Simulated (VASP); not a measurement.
The system is TiO2.

```
Ti O
1.0
     4.54535    0.00000    0.00000
     0.00000    5.51962    0.00000
     0.00000    0.00000    4.90920
Ti O
4 8
Direct
  0.00000 0.17299 0.75000
  0.50000 0.32701 0.25000
  0.00000 0.82701 0.25000
  0.50000 0.67299 0.75000
  0.27145 0.38172 0.91865
  0.77145 0.11828 0.08135
  0.22855 0.11828 0.41865
  0.72855 0.38172 0.58135
  0.27145 0.61828 0.41865
  0.77145 0.88172 0.58135
  0.22855 0.88172 0.91865
  0.72855 0.61828 0.08135
```

Base run:

| Item | Value |
| --- | --- |
| Program | VASP 6.6.1 |
| Functional | PBEsol |
| Potentials or basis | VASP PAW PBE potentials, release 64 (Ti_sv, O) |
| Cutoff | 520 eV |
| k mesh | 6 × 5 × 6 |
| Occupations | fermi-dirac, width 0.05 eV |
| Spin | no spin polarisation |
| Hubbard terms | Ti d U = 3.0 eV |

Its results: band gap on the k mesh 2.91 eV (least direct gap 2.99 eV); pressure 3.6 GPa; largest force 0.397 eV/Å.

**Question.** The run is repeated on the same cell with these changes: functional from PBEsol to PBE. What comes out?

**Answer.** Band gap on the k mesh 2.95 eV (least direct gap 3.02 eV); pressure 10.6 GPa; largest force 0.372 eV/Å.

PBE binds less tightly than PBEsol, so the same cell stands under more pressure.

Caveats: the cell stands under pressure; an odd mesh through Γ misses points on the zone boundary, where band edges can lie; the PAW data sets were made with another functional, which shifts forces and pressure a little (at least some runs).
